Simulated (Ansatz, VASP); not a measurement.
# K3Te2 in VASP and in Ansatz

Contents of INCAR:

```
SYSTEM = K3Te2
  ALGO = Normal
  EDIFF = 1E-6
  EDIFFG = -0.04
  ENCUT = 600
  GGA = PE
  IBRION = 2
  ISIF = 3
  ISMEAR = 0
  LASPH = .True.
  LCHARG = .False.
  LREAL = .False.
  LWAVE = .False.
  NELM = 80
  NSW = 90
  PREC = Accurate
  SIGMA = 0.1
```

KPOINTS

```
k-points
0
Gamma
  3 3 4
  0 0 0
```

File POSCAR:

```
K3Te2
1.0
    5.8687249308      0.0000000000      0.0000000000
   -2.9343624654      5.0824648779      0.0000000000
    0.0000000000      0.0000000000      6.1275126245
K Te
3 2
Direct
    0.5000000000      0.0000000000      0.5699627704
    0.0000000000      0.5000000000      0.5699627704
    0.5000000000      0.5000000000      0.5699627704
    0.6666666667      0.3333333333      0.0000000000
    0.3333333333      0.6666666667      0.0000000000
```

Input for Ansatz:

```yaml
crystal:
  lattice:
    - [5.8687249308, 0.0, 0.0]
    - [-2.9343624654, 5.0824648779, 0.0]
    - [0.0, 0.0, 6.1275126245]
  atoms:
    - { symbol: K, position: [0.5, 0.0, 0.5699627704] }
    - { symbol: K, position: [0.0, 0.5, 0.5699627704] }
    - { symbol: K, position: [0.5, 0.5, 0.5699627704] }
    - { symbol: Te, position: [0.6666666667, 0.3333333333, 0.0] }
    - { symbol: Te, position: [0.3333333333, 0.6666666667, 0.0] }
basis:
  ecutwfc: 420
kpoints:
  mp_grid: { grid: [3, 3, 4] }
hamiltonian:
  xc: pbe
scf:
  occupations: { method: gaussian, width: 0.1 }
  lower_state_search: "off"
output:
  forces: true
  stress: true
  eigenvalues: true
relax:
  adjacent_minimum: "off"
  f_tol: 0.04
  max_steps: 70
  cell: { stress_tol: 0.4 }
```

Alike in both runs: task relaxation of cell and atoms; functional PBE; k mesh 3 × 3 × 4; occupations gaussian, width 0.1 eV; no spin polarisation.

|  | VASP | Ansatz |
| --- | --- | --- |
| version | VASP 6.6.1 | Ansatz 0.2.0 |
| potentials or method | VASP PAW PBE potentials, release 64 (K_sv, Te), cutoff 600 eV | scalar-relativistic, plane waves, PAW |
| valence electrons in the cell | 39 | 59 |

```tsv
	VASP	Ansatz	Ansatz less VASP
gap on the k mesh at the Fermi level, each at its own relaxed structure (eV)	none	none	-
relaxed volume (Å³/atom)	66.09	66.67	+0.573
relaxed cell length with the largest relative difference (Å)	9.894	9.938	+0.0444
```

A gap of «none» marks a metal or a gap that the smearing closes. VASP's potentials hold 39 valence electrons a cell and Ansatz's 59, so a difference there can come from the potentials and not from the codes.

The k mesh is coarse, so the values compare programs but aren't converged. Neither program's run includes spin-orbit coupling. Noted on VASP's run: the volume moved by over 15 % at a fixed basis, so the end points are rough.
